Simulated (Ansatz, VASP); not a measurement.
**Two plane-wave programs on CaO**

```
Ca O
1.0
     0.00000    2.60673    2.60673
     2.60673    0.00000    2.60673
     2.60673    2.60673    0.00000
Ca O
1 1
Direct
  0.00000 0.00000 0.00000
  0.25000 0.25000 0.25000
```

Alike in both runs: task single point; functional PBEsol; k mesh 6 × 6 × 6; occupations methfessel-paxton of order 1, width 0.05 eV; no spin polarisation.

|  | VASP | Ansatz |
| --- | --- | --- |
| version | VASP 6.6.1 | Ansatz 0.2.0 |
| potentials or method | VASP PAW PBE potentials, release 64 (Ca_sv, O) | plane waves |
| plane-wave cutoff (eV) | 600 | 420 |
| valence electrons in the cell | 16 | 16 |

|  | VASP | Ansatz | Ansatz less VASP |
| --- | --- | --- | --- |
| gap on the k mesh at the Fermi level (eV) | 3.20 | 3.20 | +0.003 |
| pressure (GPa) | -1.1 | -1.5 | -0.42 |

VASP's potentials were made for PBE, not for PBEsol.
